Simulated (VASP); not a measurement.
# HfSi2O6 (C222) in VASP: a series of runs

The runs below take HfSi2O6 through relaxation of cell and atoms, single point, with PBE.

Program: VASP 6.6.1. These are calculated values, not measurements. Logs are shortened: lines on timing, memory, paths and dates and some standing lists are left out, and cuts for length are marked.

### Step 1. The cell of the first run

Symmetry: C222, No. 21, orthorhombic system. Conventional cell: a = 5.216 Å, b = 9.896 Å, c = 6.020 Å, α = 90.00°, β = 90.00°, γ = 90.00°. Within 2.6 Å of Hf (site symmetry 222) lie 4 O at 1.95 Å. Si (site symmetry 2) has 4 O at 1.63 Å within 2.2 Å. Within 2.2 Å of O (site symmetry 1) lie 1 Si at 1.63 Å and 1 Hf at 1.95 Å. O (site symmetry 2) has 2 Si at 1.63 Å within 2.2 Å.

### Step 2. Relaxation of cell and atoms, PBE

Contents of INCAR:

```
SYSTEM = HfSi2O6
  ALGO = Normal
  EDIFF = 1E-6
  EDIFFG = -0.01
  ENCUT = 600
  GGA = PE
  IBRION = 2
  ISIF = 3
  ISMEAR = 0
  LASPH = .True.
  LCHARG = .False.
  LREAL = .False.
  LWAVE = .False.
  NELM = 80
  NSW = 100
  PREC = Accurate
  SIGMA = 0.02
```

Contents of KPOINTS:

```
k-points
0
Gamma
  6 6 4
  0 0 0
```

Contents of POSCAR:

```
HfSi2O6
1.0
    2.6078699000     -4.9479839000      0.0000000000
    2.6078699000      4.9479839000      0.0000000000
    0.0000000000      0.0000000000      6.0196389000
Hf Si O
1 2 6
Direct
    0.5000000000      0.5000000000      0.0000000000
    0.5000000000      0.0000000000      0.3443370000
    0.0000000000      0.5000000000      0.6556630000
    0.8233100000      0.5889660000      0.8112530000
    0.2234110000      0.7765890000      0.5000000000
    0.5889660000      0.8233100000      0.1887470000
    0.1766900000      0.4110340000      0.8112530000
    0.7765890000      0.2234110000      0.5000000000
    0.4110340000      0.1766900000      0.1887470000
```

Potentials or basis: VASP PAW PBE potentials, release 64 (Hf_pv, Si, O).

Launch:

```
$ cat potpaw_PBE.64/Hf_pv/POTCAR potpaw_PBE.64/Si/POTCAR potpaw_PBE.64/O/POTCAR > POTCAR
$ mpirun -np 1 vasp_std > vasp.out
```

OUTCAR:

```text
SYSTEM = HfSi2O6
   EDIFF = 1E-6
   EDIFFG = -0.01
   ENCUT = 600
   GGA = PE
   IBRION = 2
   ISIF = 3
   ISMEAR = 0
   LASPH = .True.
   LREAL = .False.
   NELM = 80
   NSW = 100
   PREC = Accurate

 ion  position               nearest neighbor table
   1  0.500  0.500  0.000-   4 1.95   6 1.95   7 1.95   9 1.95   2 3.48   3 3.48   2 3.48   3 3.48

   2  0.500  0.000  0.344-   5 1.63   8 1.63   6 1.63   9 1.63   1 3.48   1 3.48
   3  0.000  0.500  0.656-   5 1.63   8 1.63   7 1.63   4 1.63   1 3.48   1 3.48
   4  0.823  0.589  0.811-   3 1.63   1 1.95
   5  0.223  0.777  0.500-   2 1.63   3 1.63
   6  0.589  0.823  0.189-   2 1.63   1 1.95
   7  0.177  0.411  0.811-   3 1.63   1 1.95
   8  0.777  0.223  0.500-   2 1.63   3 1.63
   9  0.411  0.177  0.189-   2 1.63   1 1.95

  LATTYP: Found a base centered orthorhombic cell.
 ALAT       =     5.2157398000
 B/A-ratio  =     1.8973277386
 C/A-ratio  =     1.1541294487

  Lattice vectors:

 A1 = (   2.6078699000,  -4.9479839000,   0.0000000000)
 A2 = (   2.6078699000,   4.9479839000,   0.0000000000)
 A3 = (   0.0000000000,   0.0000000000,   6.0196389000)

Analysis of symmetry for initial positions (statically):
=====================================================================
 Subroutine PRICEL returns:
 Original cell was already a primitive cell.

 Routine SETGRP: Setting up the symmetry group for a
 base centered orthorhombic supercell.

 Subroutine GETGRP returns: Found  4 space group operations
 (whereof  4 operations were pure point group operations)
 out of a pool of  8 trial point group operations.

The static configuration has the point symmetry D_2 .

Analysis of symmetry for dynamics (positions and initial velocities):
=====================================================================
 Subroutine PRICEL returns:
 Original cell was already a primitive cell.

 Routine SETGRP: Setting up the symmetry group for a
 base centered orthorhombic supercell.

 Subroutine GETGRP returns: Found  4 space group operations
 (whereof  4 operations were pure point group operations)
 out of a pool of  8 trial point group operations.

The dynamic configuration has the point symmetry D_2 .

 Subroutine INISYM returns: Found  4 space group operations
 (whereof  4 operations are pure point group operations),
 and found     1 'primitive' translations

----------------------------------------------------------------------------------------

                                     Primitive cell

  volume of cell :     155.3512

  direct lattice vectors                    reciprocal lattice vectors
     2.607869900 -4.947983900  0.000000000     0.191727356 -0.101051258  0.000000000
     2.607869900  4.947983900  0.000000000     0.191727356  0.101051258  0.000000000
     0.000000000  0.000000000  6.019638900     0.000000000  0.000000000  0.166122921

  length of vectors
     5.593168162  5.593168162  6.019638900     0.216727330  0.216727330  0.166122921

  position of ions in fractional coordinates (direct lattice)
     0.500000000  0.500000000  0.000000000
     0.500000000  1.000000000  0.344337000
     1.000000000  0.500000000  0.655663000
     0.823310000  0.588966000  0.811253000
     0.223411000  0.776589000  0.500000000
     0.588966000  0.823310000  0.188747000
     0.176690000  0.411034000  0.811253000
     0.776589000  0.223411000  0.500000000
     0.411034000  0.176690000  0.188747000

  ion indices of the primitive-cell ions
   primitive index   ion index
                 1           1
                 2           2
                 3           3
                 4           4
                 5           5
                 6           6
                 7           7
                 8           8
                 9           9

----------------------------------------------------------------------------------------

 KPOINTS: k-points

Automatic generation of k-mesh.
 Grid dimensions read from file:
 generate k-points for:    6    6    4

 Generating k-lattice:

  Cartesian coordinates                     Fractional coordinates (reciprocal lattice)
     0.031954559 -0.016841876  0.000000000     0.166666667 -0.000000000  0.000000000
     0.031954559  0.016841876  0.000000000    -0.000000000  0.166666667  0.000000000
     0.000000000  0.000000000  0.041530730     0.000000000  0.000000000  0.250000000

  Length of vectors
     0.036121222  0.036121222  0.041530730

  Shift w.r.t. Gamma in fractional coordinates (k-lattice)
     0.000000000  0.000000000  0.000000000

 Subroutine IBZKPT returns following result:
 ===========================================

 Found     39 irreducible k-points:

 Following reciprocal coordinates:
            Coordinates               Weight
  0.000000  0.000000  0.000000      1.000000
  0.166667  0.000000  0.000000      4.000000
  0.333333 -0.000000  0.000000      4.000000
  0.500000 -0.000000  0.000000      2.000000
  0.166667  0.166667  0.000000      2.000000
  0.333333  0.166667  0.000000      4.000000
[... 16 lines left out ...]
  0.333333  0.333333  0.250000      4.000000
  0.500000  0.333333  0.250000      8.000000
 [... further k-points ...]
   k-points           NKPTS =     39   k-points in BZ     NKDIM =     39   number of bands    NBANDS=     32
   number of dos      NEDOS =    301   number of ions     NIONS =      9
   total plane-waves  NPLWV = 110592
   dimension x,y,z NGX =    48 NGY =   48 NGZ =   48
   dimension x,y,z NGXF=    96 NGYF=   96 NGZF=   96
   ions per type =               1   2   6
   NGX,Y,Z   is equivalent  to a cutoff of  14.27, 14.27, 13.26 a.u.
   NGXF,Y,Z  is equivalent  to a cutoff of  28.53, 28.53, 26.51 a.u.
 SYSTEM =  HfSi2O6
   PREC   = accura    normal or accurate (medium, high low for compatibility)
   ISTART =      0    job   : 0-new  1-cont  2-samecut
   ICHARG =      2    charge: 1-file 2-atom 10-const
   ISPIN  =      1    spin polarized calculation?
   LNONCOLLINEAR =      F non collinear calculations
   LSORBIT =      F    spin-orbit coupling
   LASPH  =      T    aspherical Exc in radial PAW
   ENCUT  =  600.0 eV  44.10 Ry    6.64 a.u.  11.17 11.17 12.02*2*pi/ulx,y,z
   NELM   =     80;   NELMIN=  2; NELMDL= -5     # of ELM steps
   EDIFF  = 0.1E-05   stopping-criterion for ELM
   LREAL  =      F    real-space projection
   EDIFFG = -.1E-01   stopping-criterion for IOM
   NSW    =    100    number of steps for IOM
   IBRION =      2    ionic relax: 0-MD 1-quasi-New 2-CG
   NFREE  =      1    steps in history (QN), initial steepest desc. (CG)
   ISIF   =      3    stress and relaxation
   ISYM   =      2    0-nonsym 1-usesym 2-fastsym
   POTIM  = 0.5000    time-step for ionic-motion
   TEBEG  =    0.0;   TEEND  =   0.0 temperature during run
   PSTRESS=    0.0 pullay stress
   NELECT =      54.0000    total number of electrons
   NUPDOWN=      -1.0000    fix difference up-down
   EMIN   =  10.00;   EMAX   =-10.00  energy-range for DOS
   EFERMI =   0.00;   METHOD = LEGACY
   ISMEAR =     0;   SIGMA  =   0.02  broadening in eV -4-tet -1-fermi 0-gaus
   EFERMI_NEDOS =   21; number of points for ismear=-14 and -15
   IALGO  =     38    algorithm
   IMIX   =      4    mixing-type and parameters
     AMIX     =   0.40;   BMIX     =  1.00
     AMIX_MAG =   1.60;   BMIX_MAG =  1.00
  volume/ion in A,a.u.               =      17.26       116.48
  Fermi-wavevector in a.u.,A,eV,Ry     =   1.151069  2.175204 18.027160  1.324959
  Thomas-Fermi vector in A             =   2.287729
   LORBIT       =      0    0 simple, 1 ext, 2 COOP (PROOUT), +10 PAW based schemes
   GGA     = PE    functional components
   LHFCALC =     F    Hartree Fock is set to
   AEXX    =    0.0000 exact exchange contribution
   IVDW    =     0    specifies the selected vdW correction
   LEPSILON=     F    determine dielectric tensor
   LRPA    =     F    only Hartree local field effects (RPA)
 conjugate gradient relaxation of ions
 non-spin polarized calculation
 Gauss-broadening in eV      SIGMA  =   0.02
  energy-cutoff  :      600.00
  volume of cell :      155.35
 maximum number of plane-waves:      5216
 NGX is ok and might be reduce to    48

--------------------------------------- Ionic step        1  -------------------------------------------

 number of electron      54.0000000 magnetization

 Free energy of the ion-electron system (eV)
  ---------------------------------------------------
  ext. energy  EPLUGINS =         0.00000000
  ---------------------------------------------------
  free energy    TOTEN  =       -77.26731853 eV

  energy without entropy =      -77.26731853  energy(sigma->0) =      -77.26731853

------------------------ aborting loop because EDIFF is reached ----------------------------------------

  FORCE on cell =-STRESS in cart. coord.  units (eV):
  Direction    XX          YY          ZZ          XY          YZ          ZX
  --------------------------------------------------------------------------------------
  -------------------------------------------------------------------------------------
  Total       -0.6079128     -0.4688111     -0.5236398      0.0000000      0.0000000      0.0000000
  in kB       -6.2695628     -4.8349701     -5.4004336      0.0000000      0.0000000      0.0000000
  external PRESSURE =      -5.5016555 kB  Pullay stress =       0.0000000 kB
[... 243 lines left out ...]
  energy  without entropy=      -77.2698401152  energy(sigma->0) =      -77.26984012

--------------------------------------- Ionic step        7  -------------------------------------------

 number of electron      53.9999998 magnetization

 Free energy of the ion-electron system (eV)
  ---------------------------------------------------
  ext. energy  EPLUGINS =         0.00000000
  ---------------------------------------------------
  free energy    TOTEN  =       -77.26986036 eV

  energy without entropy =      -77.26986036  energy(sigma->0) =      -77.26986036

 E-fermi :  -0.7679     XC(G=0):  -8.0293

 val. band max:       -0.8529349393   @ k =   0.5000   0.5000   0.0000
 cond. band min:       4.1053861799   @ k =   0.0000   0.0000   0.0000
 fundamental gap:      4.9583211191
 Fermi energy:        -0.7679466173

 k-point     1 :       0.0000    0.0000    0.0000
  band No.  band energies     occupation
      1     -29.7005      2.00000
      2     -29.6507      2.00000
      3     -29.6364      2.00000
      4     -19.5265      2.00000
      5     -18.0788      2.00000
      6     -17.8512      2.00000
[... 829 lines left out ...]
     31       6.1669      0.00000
     32       6.4868      0.00000

 [... further k-points ...]

------------------------ aborting loop because EDIFF is reached ----------------------------------------

  FORCE on cell =-STRESS in cart. coord.  units (eV):
  Direction    XX          YY          ZZ          XY          YZ          ZX
  --------------------------------------------------------------------------------------
  -------------------------------------------------------------------------------------
  Total       -0.0433231     -0.0300819     -0.0218717      0.0000000      0.0000000      0.0000000
  in kB       -0.4484171     -0.3113637     -0.2263836      0.0000000      0.0000000      0.0000000
  external PRESSURE =      -0.3287215 kB  Pullay stress =       0.0000000 kB
[... 24 lines left out ...]
  FREE ENERGIE OF THE ION-ELECTRON SYSTEM (eV)
  ---------------------------------------------------
  free  energy   TOTEN  =       -77.2698603599 eV

  energy  without entropy=      -77.2698603598  energy(sigma->0) =      -77.26986036

 reached required accuracy - stopping structural energy minimisation
```

Run time: 10 min. Hardware: 1 thread of AMD EPYC 9R45 (Zen 5), shared host; peak memory 0.46 GiB.

What came out:

| Property | Result |
| --- | --- |
| Free energy | -77.2699 eV |
| Relaxed volume | 17.20 Å³/atom |
| Relaxed cell | a = 5.586 Å, b = 5.586 Å, c = 6.013 Å, α = 90.00°, β = 90.00°, γ = 124.40° |
| Space group after relaxing (to 0.1 Å) | C222 (No. 21) |
| Energy gained by relaxing | 0.3 meV/atom |
| Ionic steps | 7 |
| Pressure after relaxing | 0.0 GPa |
| Largest force after relaxing | 0.009 eV/Å |
| Band gap on the k mesh | 4.96 eV (least direct gap 5.19 eV) |

Forces in eV/Å, atoms in the order of the input:
```
Hf   0.000  0.000  0.000
Si   0.000  0.000  0.005
Si   0.000  0.000 -0.005
O    0.001 -0.008  0.001
O    0.000  0.004  0.000
O    0.001  0.008 -0.001
O   -0.001  0.008  0.001
O    0.000 -0.004  0.000
O   -0.001 -0.008 -0.001
```

The path:
```tsv
step	energy change (eV)	largest force (eV/Å)	pressure (GPa)	volume (Å³)
1	0.0000	0.1936	-0.55	155.35
2	0.0043	0.3727	0.70	154.02
3	-0.0022	0.1129	-0.10	154.86
4	-0.0018	0.1599	0.29	154.48
5	-0.0025	0.0125	0.06	154.71
6	-0.0025	0.0121	0.05	154.71
7	-0.0025	0.0085	-0.03	154.79
```

Final structure:
```
Hf Si O
1.0
     2.60501   -4.94092    0.00000
     2.60501    4.94092    0.00000
     0.00000    0.00000    6.01313
Hf Si O
1 2 6
Direct
  0.50000 0.50000 0.00000
  0.50000 0.00000 0.34404
  0.00000 0.50000 0.65596
  0.82262 0.58874 0.81168
  0.22337 0.77663 0.50000
  0.58874 0.82262 0.18832
  0.17738 0.41126 0.81168
  0.77663 0.22337 0.50000
  0.41126 0.17738 0.18832
```

Caveat: spin-orbit coupling is left out, which moves the levels of the heavy elements.

### Step 3. Single point, PBE

This run uses another cell than the first one, of the same volume but with other edges.

Contents of INCAR:

```
PREC = Accurate
ENCUT = 520
EDIFF = 1E-7
ISMEAR = 0
SIGMA = 0.1
LREAL = F
LASPH = T
NELM = 60
ALGO = Normal
ISIF = 2
LWAVE = F
LCHARG = T
GGA = PE
LELF = T
LVHAR = T
NBANDS = 37
```

Contents of KPOINTS:

```
Automatic mesh
0
Gamma
  4 4 2
```

Contents of POSCAR:

```
HfSi2O6
1.0
   -5.2157398000      0.0000000000      0.0000000000
    2.6078699000     -4.9479839000      0.0000000000
    0.0000000000      0.0000000000      6.0196389000
Hf Si O
1 2 6
Direct
    0.5000000000      1.0000000000      0.0000000000
    0.0000000000      0.5000000000      0.3443370000
    0.5000000000      0.5000000000      0.6556630000
    0.4110340000      0.2343440000      0.8112530000
    0.2234110000      0.4468220000      0.5000000000
    0.1766900000      0.7656560000      0.1887470000
    0.5889660000      0.7656560000      0.8112530000
    0.7765890000      0.5531780000      0.5000000000
    0.8233100000      0.2343440000      0.1887470000
```

Potentials or basis: VASP PAW PBE potentials, release 64 (Hf_pv, Si, O).

Launch:

```
$ cat potpaw_PBE.64/Hf_pv/POTCAR potpaw_PBE.64/Si/POTCAR potpaw_PBE.64/O/POTCAR > POTCAR
$ mpirun -np 1 vasp_std > vasp.out
```

Wall time 68 s (1 thread of Intel Xeon Platinum 8488C (Sapphire Rapids), shared host); peak memory 0.29 GiB.

The run converged. Its results:

| Item | Value |
| --- | --- |
| Free energy | -77.2464 eV |
| Pressure | -0.4 GPa |
| Largest force | 0.195 eV/Å |
| Band gap on the k mesh | 4.94 eV (least direct gap 5.17 eV) |

Forces on the atoms (eV/Å):
```
Hf   0.000  0.000  0.000
Si   0.000  0.000  0.024
Si   0.000  0.000 -0.024
O   -0.103  0.121  0.114
O    0.000 -0.007  0.000
O   -0.103 -0.121 -0.114
O    0.103 -0.121  0.114
O    0.000  0.007  0.000
O    0.103  0.121 -0.114
```

Stress tensor (GPa, compression positive):
```
-0.44  0.00  0.00
 0.00 -0.30  0.00
 0.00  0.00 -0.35
```

Levels at points of the mesh, in eV from the valence-band top:
| k point | band 25 | band 26 | band 27 | band 28 | band 29 | band 30 |
| --- | --- | --- | --- | --- | --- | --- |
| (0.00, 0.00, 0.00) | -0.35 | -0.26 | -0.23 | 4.94 | 6.31 | 6.43 |
| (0.50, 0.00, 0.00) | -0.79 | -0.38 | -0.08 | 6.14 | 6.63 | 6.95 |
| (0.00, 0.50, 0.00) | -0.65 | -0.13 | 0.00 | 6.04 | 6.31 | 6.86 |
| (0.00, 0.00, 0.50) | -0.09 | -0.03 | 0.00 | 6.02 | 6.39 | 6.65 |
| (0.50, 0.00, 0.50) | -0.57 | -0.52 | -0.21 | 6.26 | 6.60 | 6.91 |
| (0.00, 0.50, 0.50) | -0.54 | -0.46 | -0.33 | 6.14 | 6.60 | 6.78 |

Caveat: the k points lie up to 0.52 Å⁻¹ apart; spin-orbit coupling is left out, which moves the levels of the heavy elements.

(Part 1 of 2 ends here.)
